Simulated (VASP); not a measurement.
Write the native input for VASP 6.6.1 that does the following.

- Task: relaxation of cell and atoms
- Functional: PBE
- Potentials or basis: VASP PAW PBE potentials, release 64 (Ga_d)
- Cutoff: 500 eV
- k mesh: 14 × 14 × 20
- Occupations: gaussian, width 0.1 eV
- Spin: no spin polarisation
- Dipole correction: no
- Further INCAR settings: ALGO = Normal; EDIFF = 1e-07; IBRION = 2; EDIFFG = -0.01; NSW = 100; ISIF = 3

The structure of Ga lies in POSCAR:

```
Ga
1.0
    2.4310961170     -3.3421425773      0.0000000000
    2.4310961170      3.3421425773      0.0000000000
    0.0000000000      0.0000000000      2.8099902607
Ga
2
Direct
    0.1958116201      0.8041883799      0.0000000000
    0.8041883799      0.1958116201      0.0000000000
```

The cell was generated, and may not be a known phase.

These files were run (other wordings do the same):

INCAR

```
  PREC = Accurate
  ENCUT = 500
  EDIFF = 1E-7
  ISMEAR = 0
  SIGMA = 0.1
  LREAL = False
  LASPH = True
  NELM = 120
  ALGO = Normal
  ISIF = 3
  LWAVE = False
  LCHARG = False
  GGA = PE
  IBRION = 2
  NSW = 100
  EDIFFG = -0.01
  GGA_COMPAT = False
  NELMIN = 4
```

KPOINTS

```
regular mesh
0
Gamma
  14 14 20
```

Potentials or basis: VASP PAW PBE potentials, release 64 (Ga_d).

Command:

```sh
$ cat potpaw_PBE.64/Ga_d/POTCAR > POTCAR
$ mpirun -np 1 vasp_std > vasp.out
```

It gave:

* Relaxed volume: 23.71 Å³/atom
* Relaxed cell: a = 4.447 Å, b = 4.447 Å, c = 2.761 Å, α = 90.00°, β = 90.00°, γ = 119.74°
* Space group after relaxing (to 0.1 Å): P6/mmm (No. 191)
* Energy gained by relaxing: 43.0 meV/atom
* Ionic steps: 25
* Pressure after relaxing: 0.0 GPa
* Band gap on the k mesh: zero (bands 13 and 14 overlap by 3.57 eV)

It took 89 min on 1 thread of Intel(R) Xeon(R) Platinum 8259CL CPU @ 2.50GHz (Skylake/Cascade Lake) (shared host), peak memory 0.52 GiB.
